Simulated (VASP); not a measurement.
# Al3InAs4 (P-4m2) in VASP: relaxation of cell and atoms with PBE

Aim: the relaxation of cell and atoms of Al3InAs4 with PBE.

All numbers are computed with VASP 6.6.1; they aren't measurements. Logs are shortened: lines on timing, memory, paths and dates and some standing lists are left out, and cuts for length are marked.

## 1. The cell of the first run

The structure is tetragonal, space group P-4m2 (No. 115). Conventional cell: a = 4.142 Å, b = 4.142 Å, c = 11.579 Å, α = 90.00°, β = 90.00°, γ = 90.00°. Within 3.3 Å of Al (site symmetry 2mm) lie 4 As at 2.48 to 2.50 Å. Within 3.3 Å of Al (site symmetry -4m2) lie 4 As at 2.50 Å. In (site symmetry -4m2) has 4 As at 2.64 Å within 3.5 Å. As (site symmetry 2mm) has 4 Al at 2.50 Å within 3.3 Å. Within 3.3 Å of As (site symmetry 2mm) lie 2 Al at 2.48 Å and 2 In at 2.64 Å.

## 2. Relaxation of cell and atoms, PBE

Contents of INCAR:

```
SYSTEM = Al3InAs4
PREC = Accurate ; ENCUT = 600
EDIFF = 1E-7 ; ISMEAR = 0
SIGMA = 0.02 ; LREAL = .False.
LASPH = .True. ; NELM = 100
ALGO = Normal ; ISIF = 3
LWAVE = .False. ; LCHARG = .False.
GGA = PE ; IBRION = 2
NSW = 100 ; EDIFFG = -0.01
```

Contents of KPOINTS:

```
regular mesh
0
Gamma
  8 8 4
  0 0 0
```

Contents of POSCAR:

```
Al3InAs4
1.0
    4.1423647186      0.0000000000      0.0000000000
    0.0000000000      4.1423647186      0.0000000000
    0.0000000000      0.0000000000     11.5792581871
Al In As
3 1 4
Direct
    0.0000000000      0.0000000000      0.7406687396
    0.5000000000      0.5000000000      0.5000000000
    0.0000000000      0.0000000000      0.2593312604
    0.5000000000      0.5000000000      0.0000000000
    0.5000000000      0.0000000000      0.6203206934
    0.0000000000      0.5000000000      0.3796793066
    0.5000000000      0.0000000000      0.1410690049
    0.0000000000      0.5000000000      0.8589309951
```

Potentials or basis: VASP PAW PBE potentials, release 64 (Al, In_d, As).

Started as:

```sh
$ cat potpaw_PBE.64/Al/POTCAR potpaw_PBE.64/In_d/POTCAR potpaw_PBE.64/As/POTCAR > POTCAR
$ mpirun -np 1 vasp_std > vasp.out
```

OUTCAR:

```text
SYSTEM = Al3InAs4
   PREC = Accurate
   ENCUT = 600
   EDIFF = 1E-7
   ISMEAR = 0
   LREAL = .False.
   LASPH = .True.
   NELM = 100
   ISIF = 3
   GGA = PE
   IBRION = 2
   NSW = 100
   EDIFFG = -0.01

 ion  position               nearest neighbor table
   1  0.000  0.000  0.741-   8 2.48   8 2.48   5 2.50   5 2.50
   2  0.500  0.500  0.500-   5 2.50   6 2.50   5 2.50   6 2.50
   3  0.000  0.000  0.259-   7 2.48   7 2.48   6 2.50   6 2.50
   4  0.500  0.500  0.000-   7 2.64   8 2.64   7 2.64   8 2.64
   5  0.500  0.000  0.620-   2 2.50   2 2.50   1 2.50   1 2.50
   6  0.000  0.500  0.380-   2 2.50   2 2.50   3 2.50   3 2.50
   7  0.500  0.000  0.141-   3 2.48   3 2.48   4 2.64   4 2.64
   8  0.000  0.500  0.859-   1 2.48   1 2.48   4 2.64   4 2.64

  LATTYP: Found a simple tetragonal cell.
 ALAT       =     4.1423647186
 C/A-ratio  =     2.7953256108

  Lattice vectors:

 A1 = (   4.1423647186,   0.0000000000,   0.0000000000)
 A2 = (   0.0000000000,   4.1423647186,   0.0000000000)
 A3 = (   0.0000000000,   0.0000000000,  11.5792581871)

Analysis of symmetry for initial positions (statically):
=====================================================================
 Subroutine PRICEL returns:
 Original cell was already a primitive cell.

 Routine SETGRP: Setting up the symmetry group for a
 simple tetragonal supercell.

 Subroutine GETGRP returns: Found  8 space group operations
 (whereof  8 operations were pure point group operations)
 out of a pool of 16 trial point group operations.

The static configuration has the point symmetry D_2d.

Analysis of symmetry for dynamics (positions and initial velocities):
=====================================================================
 Subroutine PRICEL returns:
 Original cell was already a primitive cell.

 Routine SETGRP: Setting up the symmetry group for a
 simple tetragonal supercell.

 Subroutine GETGRP returns: Found  8 space group operations
 (whereof  8 operations were pure point group operations)
 out of a pool of 16 trial point group operations.

The dynamic configuration has the point symmetry D_2d.

 Subroutine INISYM returns: Found  8 space group operations
 (whereof  8 operations are pure point group operations),
 and found     1 'primitive' translations

----------------------------------------------------------------------------------------

                                     Primitive cell

  volume of cell :     198.6906

  direct lattice vectors                    reciprocal lattice vectors
     4.142364719  0.000000000  0.000000000     0.241408004  0.000000000  0.000000000
     0.000000000  4.142364719  0.000000000     0.000000000  0.241408004  0.000000000
     0.000000000  0.000000000 11.579258187     0.000000000  0.000000000  0.086361318

  length of vectors
     4.142364719  4.142364719 11.579258187     0.241408004  0.241408004  0.086361318

  position of ions in fractional coordinates (direct lattice)
     0.000000000  0.000000000  0.740668740
     0.500000000  0.500000000  0.500000000
     0.000000000  0.000000000  0.259331260
     0.500000000  0.500000000  0.000000000
     0.500000000  0.000000000  0.620320693
     0.000000000  0.500000000  0.379679307
     0.500000000  0.000000000  0.141069005
     0.000000000  0.500000000  0.858930995

  ion indices of the primitive-cell ions
   primitive index   ion index
                 1           1
                 2           2
                 3           3
                 4           4
                 5           5
                 6           6
                 7           7
                 8           8

----------------------------------------------------------------------------------------

 KPOINTS: regular mesh

Automatic generation of k-mesh.
 Grid dimensions read from file:
 generate k-points for:    8    8    4

 Generating k-lattice:

  Cartesian coordinates                     Fractional coordinates (reciprocal lattice)
     0.030176001  0.000000000  0.000000000     0.125000000  0.000000000  0.000000000
     0.000000000  0.030176001  0.000000000     0.000000000  0.125000000  0.000000000
     0.000000000  0.000000000  0.021590330     0.000000000  0.000000000  0.250000000

  Length of vectors
     0.030176001  0.030176001  0.021590330

  Shift w.r.t. Gamma in fractional coordinates (k-lattice)
     0.000000000  0.000000000  0.000000000

 Subroutine IBZKPT returns following result:
 ===========================================

 Found     45 irreducible k-points:

 Following reciprocal coordinates:
            Coordinates               Weight
  0.000000  0.000000  0.000000      1.000000
  0.125000  0.000000  0.000000      4.000000
  0.250000  0.000000  0.000000      4.000000
  0.375000  0.000000  0.000000      4.000000
  0.500000  0.000000  0.000000      2.000000
  0.125000  0.125000  0.000000      4.000000
[... 16 lines left out ...]
  0.375000  0.125000  0.250000     16.000000
  0.500000  0.125000  0.250000      8.000000
 [... further k-points ...]
   k-points           NKPTS =     45   k-points in BZ     NKDIM =     45   number of bands    NBANDS=     26
   number of dos      NEDOS =    301   number of ions     NIONS =      8
   total plane-waves  NPLWV = 124416
   dimension x,y,z NGX =    36 NGY =   36 NGZ =   96
   dimension x,y,z NGXF=    72 NGYF=   72 NGZF=  192
   ions per type =               3   1   4
   NGX,Y,Z   is equivalent  to a cutoff of  14.45, 14.45, 13.78 a.u.
   NGXF,Y,Z  is equivalent  to a cutoff of  28.90, 28.90, 27.57 a.u.
 SYSTEM =  Al3InAs4
   PREC   = accura    normal or accurate (medium, high low for compatibility)
   ISTART =      0    job   : 0-new  1-cont  2-samecut
   ICHARG =      2    charge: 1-file 2-atom 10-const
   ISPIN  =      1    spin polarized calculation?
   LNONCOLLINEAR =      F non collinear calculations
   LSORBIT =      F    spin-orbit coupling
   LASPH  =      T    aspherical Exc in radial PAW
   ENCUT  =  600.0 eV  44.10 Ry    6.64 a.u.   8.27  8.27 23.13*2*pi/ulx,y,z
   NELM   =    100;   NELMIN=  2; NELMDL= -5     # of ELM steps
   EDIFF  = 0.1E-06   stopping-criterion for ELM
   LREAL  =      F    real-space projection
   EDIFFG = -.1E-01   stopping-criterion for IOM
   NSW    =    100    number of steps for IOM
   IBRION =      2    ionic relax: 0-MD 1-quasi-New 2-CG
   NFREE  =      1    steps in history (QN), initial steepest desc. (CG)
   ISIF   =      3    stress and relaxation
   ISYM   =      2    0-nonsym 1-usesym 2-fastsym
   POTIM  = 0.5000    time-step for ionic-motion
   TEBEG  =    0.0;   TEEND  =   0.0 temperature during run
   PSTRESS=    0.0 pullay stress
   NELECT =      42.0000    total number of electrons
   NUPDOWN=      -1.0000    fix difference up-down
   EMIN   =  10.00;   EMAX   =-10.00  energy-range for DOS
   EFERMI =   0.00;   METHOD = LEGACY
   ISMEAR =     0;   SIGMA  =   0.02  broadening in eV -4-tet -1-fermi 0-gaus
   EFERMI_NEDOS =   21; number of points for ismear=-14 and -15
   IALGO  =     38    algorithm
   IMIX   =      4    mixing-type and parameters
     AMIX     =   0.40;   BMIX     =  1.00
     AMIX_MAG =   1.60;   BMIX_MAG =  1.00
  volume/ion in A,a.u.               =      24.84       167.60
  Fermi-wavevector in a.u.,A,eV,Ry     =   0.975211  1.842882 12.939649  0.951037
  Thomas-Fermi vector in A             =   2.105733
   LORBIT       =      0    0 simple, 1 ext, 2 COOP (PROOUT), +10 PAW based schemes
   GGA     = PE    functional components
   LHFCALC =     F    Hartree Fock is set to
   AEXX    =    0.0000 exact exchange contribution
   IVDW    =     0    specifies the selected vdW correction
   LEPSILON=     F    determine dielectric tensor
   LRPA    =     F    only Hartree local field effects (RPA)
 conjugate gradient relaxation of ions
 non-spin polarized calculation
 Gauss-broadening in eV      SIGMA  =   0.02
  energy-cutoff  :      600.00
  volume of cell :      198.69
 maximum number of plane-waves:      6664
 NGX is ok and might be reduce to    36
   NGX = 17   NGY = 17   NGZ = 47

--------------------------------------- Ionic step        1  -------------------------------------------

 number of electron      41.9999991 magnetization

 Free energy of the ion-electron system (eV)
  ---------------------------------------------------
  ext. energy  EPLUGINS =         0.00000000
  ---------------------------------------------------
  free energy    TOTEN  =       -35.77750649 eV

  energy without entropy =      -35.77750649  energy(sigma->0) =      -35.77750649

------------------------ aborting loop because EDIFF is reached ----------------------------------------

  FORCE on cell =-STRESS in cart. coord.  units (eV):
  Direction    XX          YY          ZZ          XY          YZ          ZX
  --------------------------------------------------------------------------------------
  -------------------------------------------------------------------------------------
  Total       -0.0080983     -0.0080983      0.7982727      0.0000000      0.0000000      0.0000000
  in kB       -0.0653021     -0.0653021      6.4370143      0.0000000      0.0000000      0.0000000
  external PRESSURE =       2.1021367 kB  Pullay stress =       0.0000000 kB
[... 237 lines left out ...]
  energy  without entropy=      -35.7818494876  energy(sigma->0) =      -35.78184949

--------------------------------------- Ionic step        7  -------------------------------------------

 number of electron      41.9999989 magnetization

 Free energy of the ion-electron system (eV)
  ---------------------------------------------------
  ext. energy  EPLUGINS =         0.00000000
  ---------------------------------------------------
  free energy    TOTEN  =       -35.78187536 eV

  energy without entropy =      -35.78187536  energy(sigma->0) =      -35.78187536

 E-fermi :   3.8933     XC(G=0):  -8.9003

 val. band max:        3.7734920375   @ k =   0.0000   0.0000   0.0000
 cond. band min:       4.7977261991   @ k =   0.0000   0.0000   0.0000
 fundamental gap:      1.0242341616
 Fermi energy:         3.8933066126

 k-point     1 :       0.0000    0.0000    0.0000
  band No.  band energies     occupation
      1     -10.4378      2.00000
      2     -10.2937      2.00000
      3     -10.2937      2.00000
      4     -10.2313      2.00000
      5     -10.2258      2.00000
      6      -7.9221      2.00000
[... 685 lines left out ...]
     25       7.0890      0.00000
     26       7.7508      0.00000

 [... further k-points ...]

------------------------ aborting loop because EDIFF is reached ----------------------------------------

  FORCE on cell =-STRESS in cart. coord.  units (eV):
  Direction    XX          YY          ZZ          XY          YZ          ZX
  --------------------------------------------------------------------------------------
  -------------------------------------------------------------------------------------
  Total        0.0094477      0.0094477      0.0050577      0.0000000      0.0000000      0.0000000
  in kB        0.0759236      0.0759236      0.0406447      0.0000000      0.0000000      0.0000000
  external PRESSURE =       0.0641640 kB  Pullay stress =       0.0000000 kB
[... 23 lines left out ...]
  FREE ENERGIE OF THE ION-ELECTRON SYSTEM (eV)
  ---------------------------------------------------
  free  energy   TOTEN  =       -35.7818753635 eV

  energy  without entropy=      -35.7818753635  energy(sigma->0) =      -35.78187536

 reached required accuracy - stopping structural energy minimisation
```

Run time: 13 min. Hardware: 1 thread of Intel Xeon Platinum 8488C (Sapphire Rapids), shared host; peak memory 0.56 GiB.

What came out:

* Free energy: -35.7819 eV
* Relaxed volume: 24.92 Å³/atom
* Relaxed cell: a = 4.128 Å, b = 4.128 Å, c = 11.702 Å, α = 90.00°, β = 90.00°, γ = 90.00°
* Space group after relaxing (to 0.1 Å): P-4m2 (No. 115)
* Energy gained by relaxing: 0.5 meV/atom
* Ionic steps: 7
* Pressure after relaxing: 0.0 GPa
* Largest force after relaxing: 0.005 eV/Å
* Band gap on the k mesh: 1.02 eV

Forces in eV/Å, atoms in the order of the input:
```
Al   0.000  0.000  0.005
Al   0.000  0.000  0.000
Al   0.000  0.000 -0.005
In   0.000  0.000  0.000
As   0.000  0.000  0.004
As   0.000  0.000 -0.004
As   0.000  0.000 -0.004
As   0.000  0.000  0.004
```

The path:
| step | energy change (eV) | largest force (eV/Å) | pressure (GPa) | volume (Å³) |
| --- | --- | --- | --- | --- |
| 1 | 0.0000 | 0.0224 | 0.21 | 198.69 |
| 2 | -0.0026 | 0.0172 | -0.08 | 199.63 |
| 3 | -0.0029 | 0.0142 | -0.24 | 200.15 |
| 4 | -0.0043 | 0.0117 | -0.06 | 199.59 |
| 5 | -0.0043 | 0.0124 | -0.03 | 199.48 |
| 6 | -0.0043 | 0.0125 | -0.02 | 199.47 |
| 7 | -0.0044 | 0.0054 | 0.01 | 199.37 |

Final structure:
```
CELL_PARAMETERS angstrom
4.12759 0.00000 0.00000
0.00000 4.12759 0.00000
0.00000 0.00000 11.70217
ATOMIC_POSITIONS crystal
Al 0.00000 0.00000 0.74074
Al 0.50000 0.50000 0.50000
Al 0.00000 0.00000 0.25926
In 0.50000 0.50000 0.00000
As 0.50000 0.00000 0.62031
As 0.00000 0.50000 0.37969
As 0.50000 0.00000 0.14077
As 0.00000 0.50000 0.85923
```

Levels at points of the mesh, in eV from the valence-band top:
```tsv
k point	band 19	band 20	band 21	band 22	band 23	band 24
(0.00, 0.00, 0.00)	-0.17	0.00	0.00	1.02	1.47	2.05
(0.50, 0.00, 0.00)	-0.93	-0.87	-0.39	1.46	1.69	2.88
(0.50, 0.50, 0.00)	-2.16	-2.16	-2.07	1.47	1.47	1.79
(0.00, 0.00, 0.50)	-0.70	-0.32	-0.32	1.52	1.85	2.27
(0.50, 0.00, 0.50)	-1.14	-1.10	-0.40	2.40	2.42	2.52
(0.50, 0.50, 0.50)	-2.49	-2.44	-2.44	2.39	2.39	2.53
```

Caveat: spin-orbit coupling is left out, which moves the levels of the heavy elements. A k mesh can miss the band edges.
